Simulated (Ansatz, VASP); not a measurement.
# One calculation of SrTiO3, two programs

File INCAR:

```
SYSTEM = SrTiO3
PREC = Accurate
ENCUT = 520
EDIFF = 1E-7
ISMEAR = -1
SIGMA = 0.02
LREAL = .FALSE.
LASPH = .TRUE.
NELM = 120
ALGO = Normal
ISIF = 2
LWAVE = .FALSE.
LCHARG = .FALSE.
GGA = PE
IBRION = 2
NSW = 80
EDIFFG = -0.02
GGA_COMPAT = .FALSE.
NELMIN = 4
```

File KPOINTS:

```
regular mesh
0
G
  8 8 8
  0 0 0
```

File POSCAR:

```
SrTiO3
1.0
    3.9050000000      0.0000000000      0.0000000000
    0.0000000000      3.9050000000      0.0000000000
    0.0000000000      0.0000000000      4.0221500000
Sr Ti O
1 1 3
Direct
    0.0000000000      0.0000000000      0.0000000000
    0.5000000000      0.5000000000      0.5000000000
    0.0000000000      0.5000000000      0.5000000000
    0.5000000000      0.0000000000      0.5000000000
    0.5000000000      0.5000000000      0.0000000000
```

Input for Ansatz:

```yaml
crystal:
  lattice:
    - [3.905, 0.0, 0.0]
    - [0.0, 3.905, 0.0]
    - [0.0, 0.0, 4.02215]
  atoms:
    - { symbol: Sr, position: [0.0, 0.0, 0.0] }
    - { symbol: Ti, position: [0.5, 0.5, 0.5] }
    - { symbol: O, position: [0.0, 0.5, 0.5] }
    - { symbol: O, position: [0.5, 0.0, 0.5] }
    - { symbol: O, position: [0.5, 0.5, 0.0] }
kpoints:
  mp_grid: { grid: [8, 8, 8] }
scf:
  occupations: { method: fermi_dirac, width: 0.02 }
hamiltonian:
  xc: pbe
  pseudopotentials: { kind: paw }
output:
  forces: true
  stress: true
  populations: true
  efg:
    quadrupole_moments_barn: { Sr: 0.305, Ti: 0.247, O: -0.02558 }
    contact_densities: true
  write_density: true
  write_potential: true
  elf: true
  volumetric_format: npy
relax:
  f_tol: 0.02
  max_steps: 60
```

Change from the starting cell: z stretched by +3 %, ions relaxed.

Alike in both runs: task relaxation of the atoms; functional PBE; k mesh 8 × 8 × 8; occupations fermi-dirac, width 0.02 eV; no spin polarisation.

|  | VASP | Ansatz |
| --- | --- | --- |
| version | VASP 6.6.1 | Ansatz 0.2.0 |
| potentials or method | VASP PAW PBE potentials, release 64 (Sr_sv, Ti_sv, O) | plane-wave PAW, scalar-relativistic |
| plane-wave cutoff (eV) | 520 | 420 |
| valence electrons in the cell | 40 | 40 |

```tsv
	VASP	Ansatz	Ansatz less VASP
gap on the k mesh at the Fermi level, each at its own relaxed structure (eV)	1.74	1.77	+0.031
```

Ansatz's warnings: stress scf threshold loose.

Noted on VASP's run: the relaxation stopped at its first step, so nothing moved.
